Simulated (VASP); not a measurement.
Cl, 4 atoms in the cell. The structure is orthorhombic, space group Cmce (No. 64). Conventional cell: a = 6.250 Å, b = 4.014 Å, c = 8.147 Å, α = 90.00°, β = 90.00°, γ = 90.00°. Within 2.7 Å of Cl (site symmetry m) lie 1 Cl at 2.02 Å. 

- Program: VASP 6.6.1
- Task: dielectric tensor
- Functional: PBE
- Potentials or basis: VASP PAW PBE potentials, release 64 (Cl)
- Cutoff: 520 eV
- k mesh: 6 × 6 × 4
- Occupations: gaussian, width 0.01 eV
- Spin: no spin polarisation
- Dipole correction: no
- Further INCAR settings: ALGO = Normal; EDIFF = 1e-08

Potentials or basis: VASP PAW PBE potentials, release 64 (Cl).

Run with:

```console
$ cat potpaw_PBE.64/Cl/POTCAR > POTCAR
$ mpirun -np 1 vasp_std > vasp.out
```

Hardware: 1 thread of Intel(R) Xeon(R) 6975P-C (Granite Rapids) (shared host).

Q: Estimate the wall time of this run.

A: Run time: 4.1 min on 1 thread of Intel(R) Xeon(R) 6975P-C (Granite Rapids), on a shared host, peak memory 0.34 GiB. Counts: scf iterations 121, k points 39.
